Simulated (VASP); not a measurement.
# SrMg6Mo in VASP: further runs

Runs on SrMg6Mo. Level: PBE. Tasks: single point.

Everything below comes from runs of VASP 6.6.1. Logs are shortened: lines on timing, memory, paths and dates and some standing lists are left out, and cuts for length are marked.

## (1) The cell of the first run

It takes space group P4/mmm (No. 123, tetragonal). Conventional cell: a = 6.560 Å, b = 6.560 Å, c = 4.361 Å, α = 90.00°, β = 90.00°, γ = 90.00°. Mo (site symmetry 4/mmm) has 12 Mg at 2.96 to 3.28 Å within 3.9 Å. Within 4.4 Å of Sr (site symmetry 4/mmm) lie 12 Mg at 3.28 to 3.42 Å and 2 Sr at 4.36 Å. Within 3.8 Å of Mg (site symmetry m2m) lie 8 Mg at 2.84 to 3.72 Å and 2 Mo at 2.96 Å and 2 Sr at 3.42 Å. Mg (site symmetry mmm) has 10 Mg at 3.20 to 4.36 Å and 2 Mo at 3.28 Å and 2 Sr at 3.28 Å within 4.4 Å.

## (2) Single point, PBE

The input, INCAR:

```
ALGO = Fast
EDIFF = 1E-6
ENCUT = 520
GGA = PE
ISIF = 2
ISMEAR = -1
LASPH = True
LCHARG = False
LREAL = False
LWAVE = False
NBANDS = 28
NELM = 60
PREC = Accurate
SIGMA = 0.05
```

The input, KPOINTS:

```
k-points
0
Gamma
  4 4 6
```

The input, POSCAR:

```
SrMg6Mo
1.0
    6.5598940000      0.0000000000      0.0000000000
    0.0000000000      6.5598940000      0.0000000000
    0.0000000000      0.0000000000      4.3608420000
Mo Sr Mg
1 1 6
Direct
    0.0000000000      0.0000000000      0.5000000000
    0.5000000000      0.5000000000      0.5000000000
    0.7837590000      0.7837590000      0.0000000000
    0.2162410000      0.2162410000      0.0000000000
    0.7837590000      0.2162410000      0.0000000000
    0.2162410000      0.7837590000      0.0000000000
    0.0000000000      0.5000000000      0.5000000000
    0.5000000000      0.0000000000      0.5000000000
```

Potentials or basis: VASP PAW PBE potentials, release 64 (Mo_sv, Sr_sv, Mg).

On the command line:

```console
> cat potpaw_PBE.64/Mo_sv/POTCAR potpaw_PBE.64/Sr_sv/POTCAR potpaw_PBE.64/Mg/POTCAR > POTCAR
> mpirun -np 1 vasp_std > vasp.out
```

OUTCAR:

```text
EDIFF = 1E-6
   ENCUT = 520
   GGA = PE
   ISIF = 2
   ISMEAR = -1
   LASPH = True
   LREAL = False
   NELM = 60
   PREC = Accurate

 ion  position               nearest neighbor table
   1  0.000  0.000  0.500-   3 2.96   4 2.96   5 2.96   6 2.96   3 2.96   4 2.96   5 2.96   6 2.96
                             7 3.28   8 3.28   7 3.28   8 3.28
   2  0.500  0.500  0.500-   7 3.28   8 3.28   8 3.28   7 3.28   3 3.42   4 3.42   3 3.42   4 3.42
                             5 3.42   6 3.42   5 3.42   6 3.42
   3  0.784  0.784  0.000-   5 2.84   6 2.84   1 2.96   1 2.96   8 3.20   7 3.20   7 3.20   8 3.20
                             2 3.42   2 3.42
   4  0.216  0.216  0.000-   5 2.84   6 2.84   1 2.96   1 2.96   8 3.20   7 3.20   7 3.20   8 3.20
                             2 3.42   2 3.42
   5  0.784  0.216  0.000-   3 2.84   4 2.84   1 2.96   1 2.96   8 3.20   7 3.20   7 3.20   8 3.20
                             2 3.42   2 3.42
   6  0.216  0.784  0.000-   3 2.84   4 2.84   1 2.96   1 2.96   8 3.20   7 3.20   7 3.20   8 3.20
                             2 3.42   2 3.42
   7  0.000  0.500  0.500-   3 3.20   4 3.20   5 3.20   6 3.20   3 3.20   4 3.20   5 3.20   6 3.20
                             1 3.28   2 3.28   1 3.28   2 3.28
   8  0.500  0.000  0.500-   3 3.20   4 3.20   5 3.20   6 3.20   3 3.20   4 3.20   5 3.20   6 3.20
                             1 3.28   2 3.28   2 3.28   1 3.28

  LATTYP: Found a simple tetragonal cell.
 ALAT       =     6.5598940000
 C/A-ratio  =     0.6647732418

  Lattice vectors:

 A1 = (   6.5598940000,   0.0000000000,   0.0000000000)
 A2 = (   0.0000000000,   6.5598940000,   0.0000000000)
 A3 = (   0.0000000000,   0.0000000000,   4.3608420000)

Analysis of symmetry for initial positions (statically):
=====================================================================
 Subroutine PRICEL returns:
 Original cell was already a primitive cell.

 Routine SETGRP: Setting up the symmetry group for a
 simple tetragonal supercell.

 Subroutine GETGRP returns: Found 16 space group operations
 (whereof 16 operations were pure point group operations)
 out of a pool of 16 trial point group operations.

The static configuration has the point symmetry D_4h.

Analysis of symmetry for dynamics (positions and initial velocities):
=====================================================================
 Subroutine PRICEL returns:
 Original cell was already a primitive cell.

 Routine SETGRP: Setting up the symmetry group for a
 simple tetragonal supercell.

 Subroutine GETGRP returns: Found 16 space group operations
 (whereof 16 operations were pure point group operations)
 out of a pool of 16 trial point group operations.

The dynamic configuration has the point symmetry D_4h.

 Subroutine INISYM returns: Found 16 space group operations
 (whereof 16 operations are pure point group operations),
 and found     1 'primitive' translations

----------------------------------------------------------------------------------------

                                     Primitive cell

  volume of cell :     187.6567

  direct lattice vectors                    reciprocal lattice vectors
     6.559894000  0.000000000  0.000000000     0.152441488  0.000000000  0.000000000
     0.000000000  6.559894000  0.000000000     0.000000000  0.152441488  0.000000000
     0.000000000  0.000000000  4.360842000     0.000000000  0.000000000  0.229313513

  length of vectors
     6.559894000  6.559894000  4.360842000     0.152441488  0.152441488  0.229313513

  position of ions in fractional coordinates (direct lattice)
     0.000000000  0.000000000  0.500000000
     0.500000000  0.500000000  0.500000000
     0.783759000  0.783759000  0.000000000
     0.216241000  0.216241000  0.000000000
     0.783759000  0.216241000  0.000000000
     0.216241000  0.783759000  0.000000000
     0.000000000  0.500000000  0.500000000
     0.500000000  0.000000000  0.500000000

  ion indices of the primitive-cell ions
   primitive index   ion index
                 1           1
                 2           2
                 3           3
                 4           4
                 5           5
                 6           6
                 7           7
                 8           8

----------------------------------------------------------------------------------------

 KPOINTS: k-points

Automatic generation of k-mesh.
 Grid dimensions read from file:
 generate k-points for:    4    4    6

 Generating k-lattice:

  Cartesian coordinates                     Fractional coordinates (reciprocal lattice)
     0.038110372  0.000000000  0.000000000     0.250000000  0.000000000  0.000000000
     0.000000000  0.038110372  0.000000000     0.000000000  0.250000000  0.000000000
     0.000000000  0.000000000  0.038218919     0.000000000  0.000000000  0.166666667

  Length of vectors
     0.038110372  0.038110372  0.038218919

  Shift w.r.t. Gamma in fractional coordinates (k-lattice)
     0.000000000  0.000000000  0.000000000

 Subroutine IBZKPT returns following result:
 ===========================================

 Found     24 irreducible k-points:

 Following reciprocal coordinates:
            Coordinates               Weight
  0.000000  0.000000  0.000000      1.000000
  0.250000  0.000000  0.000000      4.000000
  0.500000  0.000000  0.000000      2.000000
  0.250000  0.250000  0.000000      4.000000
  0.500000  0.250000  0.000000      4.000000
  0.500000  0.500000  0.000000      1.000000
[... 16 lines left out ...]
  0.500000  0.250000  0.500000      4.000000
  0.500000  0.500000  0.500000      1.000000
   k-points           NKPTS =     24   k-points in BZ     NKDIM =     24   number of bands    NBANDS=     28
   number of dos      NEDOS =    301   number of ions     NIONS =      8
   total plane-waves  NPLWV =  80000
   dimension x,y,z NGX =    50 NGY =   50 NGZ =   32
   dimension x,y,z NGXF=   100 NGYF=  100 NGZF=   64
   ions per type =               1   1   6
   NGX,Y,Z   is equivalent  to a cutoff of  12.67, 12.67, 12.20 a.u.
   NGXF,Y,Z  is equivalent  to a cutoff of  25.34, 25.34, 24.40 a.u.
 SYSTEM =  unknown system
   PREC   = accura    normal or accurate (medium, high low for compatibility)
   ISTART =      0    job   : 0-new  1-cont  2-samecut
   ICHARG =      2    charge: 1-file 2-atom 10-const
   ISPIN  =      1    spin polarized calculation?
   LNONCOLLINEAR =      F non collinear calculations
   LSORBIT =      F    spin-orbit coupling
   LASPH  =      T    aspherical Exc in radial PAW
   ENCUT  =  520.0 eV  38.22 Ry    6.18 a.u.  12.20 12.20  8.11*2*pi/ulx,y,z
   NELM   =     60;   NELMIN=  2; NELMDL= -5     # of ELM steps
   EDIFF  = 0.1E-05   stopping-criterion for ELM
   LREAL  =      F    real-space projection
   EDIFFG = 0.1E-04   stopping-criterion for IOM
   NSW    =      0    number of steps for IOM
   IBRION =     -1    ionic relax: 0-MD 1-quasi-New 2-CG
   NFREE  =      0    steps in history (QN), initial steepest desc. (CG)
   ISIF   =      2    stress and relaxation
   ISYM   =      2    0-nonsym 1-usesym 2-fastsym
   POTIM  = 0.5000    time-step for ionic-motion
   TEBEG  =    0.0;   TEEND  =   0.0 temperature during run
   PSTRESS=    0.0 pullay stress
   NELECT =      36.0000    total number of electrons
   NUPDOWN=      -1.0000    fix difference up-down
   EMIN   =  10.00;   EMAX   =-10.00  energy-range for DOS
   EFERMI =   0.00;   METHOD = LEGACY
   ISMEAR =    -1;   SIGMA  =   0.05  broadening in eV -4-tet -1-fermi 0-gaus
   EFERMI_NEDOS =   21; number of points for ismear=-14 and -15
   IALGO  =     68    algorithm
   IMIX   =      4    mixing-type and parameters
     AMIX     =   0.40;   BMIX     =  1.00
     AMIX_MAG =   1.60;   BMIX_MAG =  1.00
  volume/ion in A,a.u.               =      23.46       158.30
  Fermi-wavevector in a.u.,A,eV,Ry     =   0.944179  1.784240 12.129240  0.891474
  Thomas-Fermi vector in A             =   2.071959
   LORBIT       =      0    0 simple, 1 ext, 2 COOP (PROOUT), +10 PAW based schemes
   GGA     = PE    functional components
   LHFCALC =     F    Hartree Fock is set to
   AEXX    =    0.0000 exact exchange contribution
   IVDW    =     0    specifies the selected vdW correction
   LEPSILON=     F    determine dielectric tensor
   LRPA    =     F    only Hartree local field effects (RPA)
 non-spin polarized calculation
 RMM-DIIS sequential band-by-band and
  energy-cutoff  :      520.00
  volume of cell :      187.66
 maximum number of plane-waves:      5104
 NGX is ok and might be reduce to    50
   NGX = 25   NGY = 25   NGZ = 17

 number of electron      36.0000000 magnetization

 Free energy of the ion-electron system (eV)
  ---------------------------------------------------
  ext. energy  EPLUGINS =         0.00000000
  ---------------------------------------------------
  free energy    TOTEN  =       -19.88709990 eV

  energy without entropy =      -19.85438650  energy(sigma->0) =      -19.87074320

 E-fermi :   3.1821     XC(G=0):  -9.0023

 val. band max:        3.1744396384   @ k =   0.2500   0.2500   0.1667
 cond. band min:       3.2449670391   @ k =   0.5000   0.2500   0.3333
 fundamental gap:      0.0705274007
 Fermi energy:         3.1820673659

 k-point     1 :       0.0000    0.0000    0.0000
  band No.  band energies     occupation
      1     -57.1601      2.00000
      2     -32.2489      2.00000
      3     -31.2433      2.00000
      4     -31.2433      2.00000
      5     -31.2104      2.00000
      6     -14.3953      2.00000
[... 20 lines left out ...]
     27       6.5171      0.00000
     28       6.8494      0.00000

 k-point     2 :       0.2500    0.0000    0.0000
  band No.  band energies     occupation
      1     -57.1601      2.00000
      2     -32.2489      2.00000
      3     -31.2433      2.00000
      4     -31.2433      2.00000
      5     -31.2104      2.00000
      6     -14.3968      2.00000
[... 674 lines left out ...]
 k-point    24 :       0.5000    0.5000    0.5000
  band No.  band energies     occupation
      1     -57.1600      2.00000
      2     -32.2449      2.00000
      3     -31.2428      2.00000
      4     -31.2428      2.00000
      5     -31.2168      2.00000
      6     -14.3851      2.00000
[... 20 lines left out ...]
     27       6.7631      0.00000
     28       6.8650      0.00000

------------------------ aborting loop because EDIFF is reached ----------------------------------------

  FORCE on cell =-STRESS in cart. coord.  units (eV):
  Direction    XX          YY          ZZ          XY          YZ          ZX
  --------------------------------------------------------------------------------------
  -------------------------------------------------------------------------------------
  Total        0.3581262      0.3581262     -0.5851191      0.0000000     -0.0000000     -0.0000000
  in kB        3.0576138      3.0576138     -4.9956372      0.0000000     -0.0000000     -0.0000000
  external PRESSURE =       0.3731968 kB  Pullay stress =       0.0000000 kB

 VOLUME and BASIS-vectors are now :
 -----------------------------------------------------------------------------
  energy-cutoff  :      520.00
  volume of cell :      187.66
      direct lattice vectors                 reciprocal lattice vectors
     6.559894000  0.000000000  0.000000000     0.152441488  0.000000000  0.000000000
     0.000000000  6.559894000  0.000000000     0.000000000  0.152441488  0.000000000
     0.000000000  0.000000000  4.360842000     0.000000000  0.000000000  0.229313513

 POSITION                                       TOTAL-FORCE (eV/Angst)
 -----------------------------------------------------------------------------------
      0.00000      0.00000      2.18042         0.000000      0.000000     -0.000000
      3.27995      3.27995      2.18042         0.000000      0.000000     -0.000000
      5.14138      5.14138      0.00000        -0.087488     -0.087488     -0.000000
      1.41852      1.41852      0.00000         0.087488      0.087488      0.000000
      5.14138      1.41852      0.00000        -0.087488      0.087488      0.000000
      1.41852      5.14138      0.00000         0.087488     -0.087488     -0.000000
      0.00000      3.27995      2.18042         0.000000      0.000000     -0.000000
      3.27995      0.00000      2.18042         0.000000      0.000000     -0.000000
 -----------------------------------------------------------------------------------
    total drift:                                0.000000      0.000000      0.000000

  FREE ENERGIE OF THE ION-ELECTRON SYSTEM (eV)
  ---------------------------------------------------
  free  energy   TOTEN  =       -19.8870998971 eV

  energy  without entropy=      -19.8543864979  energy(sigma->0) =      -19.87074320
```

Run time: 77 s. Hardware: 1 thread of Intel Xeon 6975P-C (Granite Rapids), shared host; peak memory 0.36 GiB.

What came out:

```
Free energy            : -19.8871 eV
Pressure               : 0.0 GPa
Largest force          : 0.124 eV/Å
Band gap on the k mesh : zero (bands 18 and 19 overlap by 1.06 eV)
```

Forces on the atoms (eV/Å):
```
Mo   0.000  0.000  0.000
Sr   0.000  0.000  0.000
Mg  -0.087 -0.087  0.000
Mg   0.087  0.087  0.000
Mg  -0.087  0.087  0.000
Mg   0.087 -0.087  0.000
Mg   0.000  0.000  0.000
Mg   0.000  0.000  0.000
```

Stress tensor (GPa, compression positive):
```
 0.31  0.00  0.00
 0.00  0.31  0.00
 0.00  0.00 -0.50
```

Levels at points of the mesh, in eV from the Fermi level:
| k point | band 14 | band 15 | band 16 | band 17 | band 18 | band 19 | band 20 | band 21 | band 22 | band 23 |
| --- | --- | --- | --- | --- | --- | --- | --- | --- | --- | --- |
| (0.00, 0.00, 0.00) | -1.21 | -0.69 | -0.38 | -0.38 | 0.55 | 0.61 | 0.61 | 1.20 | 1.75 | 1.93 |
| (0.50, 0.00, 0.00) | -1.50 | -1.09 | -0.50 | -0.35 | 0.57 | 0.66 | 0.78 | 1.21 | 2.15 | 2.61 |
| (0.50, 0.50, 0.00) | -0.95 | -0.52 | -0.52 | -0.16 | 0.50 | 1.83 | 2.27 | 2.27 | 2.47 | 2.47 |
| (0.00, 0.00, 0.50) | -1.40 | -0.72 | -0.48 | -0.48 | -0.47 | -0.10 | -0.10 | 0.49 | 1.08 | 1.33 |
| (0.50, 0.00, 0.50) | -0.89 | -0.80 | -0.78 | -0.73 | -0.50 | -0.36 | 0.48 | 0.52 | 0.88 | 1.90 |
| (0.50, 0.50, 0.50) | -2.29 | -1.80 | -1.45 | -0.49 | -0.16 | -0.16 | 0.53 | 0.97 | 1.44 | 2.64 |

## (3) Single point, PBE (atoms moved at random)

The input, INCAR:

```
SYSTEM = SrMg6Mo
PREC = Accurate
ENCUT = 520
EDIFF = 1E-6
ISMEAR = -1
SIGMA = 0.05
LREAL = .False.
LASPH = .True.
NELM = 80
ALGO = Fast
ISIF = 2
LWAVE = .False.
LCHARG = .False.
GGA = PE
NBANDS = 28
```

The input, KPOINTS:

```
Automatic mesh
0
Gamma
  4 4 6
  0 0 0
```

The input, POSCAR:

```
SrMg6Mo
1.0
    6.5598940000      0.0000000000      0.0000000000
    0.0000000000      6.5598940000      0.0000000000
    0.0000000000      0.0000000000      4.3608420000
Mo Sr Mg
1 1 6
Direct
   -0.0023230000      0.0022830000      0.4971370000
    0.5046220000      0.5068930000      0.4908400000
    0.7763250000      0.7882430000     -0.0120010000
    0.2267710000      0.2205780000      0.0029090000
    0.7758540000      0.2178150000      0.0036970000
    0.2148340000      0.7867590000     -0.0040380000
    0.0077020000      0.5020360000      0.4990740000
    0.5026520000     -0.0074790000      0.5031990000
```

Potentials or basis: VASP PAW PBE potentials, release 64 (Mo_sv, Sr_sv, Mg).

On the command line:

```console
> cat potpaw_PBE.64/Mo_sv/POTCAR potpaw_PBE.64/Sr_sv/POTCAR potpaw_PBE.64/Mg/POTCAR > POTCAR
> mpirun -np 1 vasp_std > vasp.out
```

OUTCAR:

```text
SYSTEM = SrMg6Mo
   PREC = Accurate
   ENCUT = 520
   EDIFF = 1E-6
   ISMEAR = -1
   LREAL = .False.
   LASPH = .True.
   NELM = 80
   ISIF = 2
   GGA = PE

 ion  position               nearest neighbor table
   1  0.998  0.002  0.497-   3 2.94   5 2.96   6 2.96   6 2.97   4 2.99   5 3.00   3 3.00   4 3.03
                             8 3.25   7 3.28   7 3.28   8 3.31
   2  0.505  0.507  0.491-   8 3.19   7 3.26   7 3.30   5 3.36   3 3.36   4 3.37   8 3.37   3 3.38
                             6 3.41   5 3.43   4 3.44   6 3.44
   3  0.776  0.788  0.988-   5 2.82   6 2.88   1 2.94   1 3.00   8 3.08   8 3.17   7 3.22   7 3.29
                             2 3.36   2 3.38
   4  0.227  0.221  0.003-   6 2.85   5 2.96   1 2.99   1 3.03   7 3.19   8 3.20   8 3.21   7 3.21
[... 968 lines left out ...]
  external PRESSURE =      -1.0461863 kB  Pullay stress =       0.0000000 kB

 VOLUME and BASIS-vectors are now :
 -----------------------------------------------------------------------------
  energy-cutoff  :      520.00
  volume of cell :      187.66
      direct lattice vectors                 reciprocal lattice vectors
     6.559894000  0.000000000  0.000000000     0.152441488  0.000000000  0.000000000
     0.000000000  6.559894000  0.000000000     0.000000000  0.152441488  0.000000000
     0.000000000  0.000000000  4.360842000     0.000000000  0.000000000  0.229313513

 POSITION                                       TOTAL-FORCE (eV/Angst)
 -----------------------------------------------------------------------------------
      6.54466      0.01498      2.16794         0.036077      0.005458      0.014555
      3.31027      3.32516      2.14048        -0.014415     -0.260953      0.102564
      5.09261      5.17079      4.30851         0.182048     -0.125962      0.132545
      1.48759      1.44697      0.01269        -0.223030      0.002893     -0.084218
      5.08952      1.42884      0.01612         0.245508      0.112096     -0.099218
      1.40929      5.16106      4.34323        -0.002371     -0.071151      0.012357
      0.05052      3.29330      2.17638        -0.153135     -0.022251     -0.008549
      3.29734      6.51083      2.19437        -0.070682      0.359870     -0.070037
 -----------------------------------------------------------------------------------
    total drift:                                0.000055      0.000203     -0.000131

  FREE ENERGIE OF THE ION-ELECTRON SYSTEM (eV)
  ---------------------------------------------------
  free  energy   TOTEN  =       -19.8452507499 eV

  energy  without entropy=      -19.8112244789  energy(sigma->0) =      -19.82823761
```

stdout:

```text
POSCAR found type information on POSCAR MoSrMg
 POSCAR found :  3 types and       8 ions
 scaLAPACK will be used
 LDA part: xc-table for (Slater+PW92), standard interpolation
 POSCAR, INCAR and KPOINTS ok, starting setup
 FFT: planning ... GRIDC
 FFT: planning ... GRID_SOFT
 FFT: planning ... GRID
 WAVECAR not read
 entering main loop
WARNING in EDDRMM: call to ZHEGV failed, returncode =   6  3     22
WARNING in EDDRMM: call to ZHEGV failed, returncode =   6  3     24
```

Wall time 2.7 min (1 thread of Intel Xeon 6975P-C (Granite Rapids), shared host); peak memory 0.47 GiB.

What came out:

```
Free energy            : -19.8453 eV
Pressure               : -0.1 GPa
Largest force          : 0.373 eV/Å
Band gap on the k mesh : zero (bands 18 and 19 overlap by 1.03 eV)
```

Forces in eV/Å, atoms in the order of the input:
```
Mo   0.036  0.005  0.015
Sr  -0.014 -0.261  0.103
Mg   0.182 -0.126  0.133
Mg  -0.223  0.003 -0.084
Mg   0.246  0.112 -0.099
Mg  -0.002 -0.071  0.012
Mg  -0.153 -0.022 -0.009
Mg  -0.071  0.360 -0.070
```

Levels at points of the mesh, in eV from the Fermi level:
| k point | band 16 | band 17 | band 18 | band 19 | band 20 | band 21 |
| --- | --- | --- | --- | --- | --- | --- |
| (0.00, 0.00, 0.00) | -0.35 | -0.31 | 0.54 | 0.61 | 0.63 | 1.23 |
| (0.50, 0.00, 0.00) | -0.48 | -0.28 | 0.58 | 0.65 | 0.75 | 1.27 |
| (0.00, 0.50, 0.00) | -0.43 | -0.33 | 0.53 | 0.65 | 0.79 | 1.18 |
| (0.50, 0.50, 0.00) | -0.45 | -0.16 | 0.48 | 1.81 | 2.21 | 2.30 |
| (0.00, 0.00, 0.50) | -0.47 | -0.44 | -0.42 | -0.14 | -0.09 | 0.56 |
| (0.50, 0.00, 0.50) | -0.77 | -0.70 | -0.45 | -0.36 | 0.49 | 0.59 |
| (0.00, 0.50, 0.50) | -0.75 | -0.72 | -0.50 | -0.34 | 0.46 | 0.59 |
| (0.50, 0.50, 0.50) | -1.49 | -0.47 | -0.17 | -0.10 | 0.59 | 0.97 |

Caveat: the cell differs from its parent crystal (atoms moved at random).
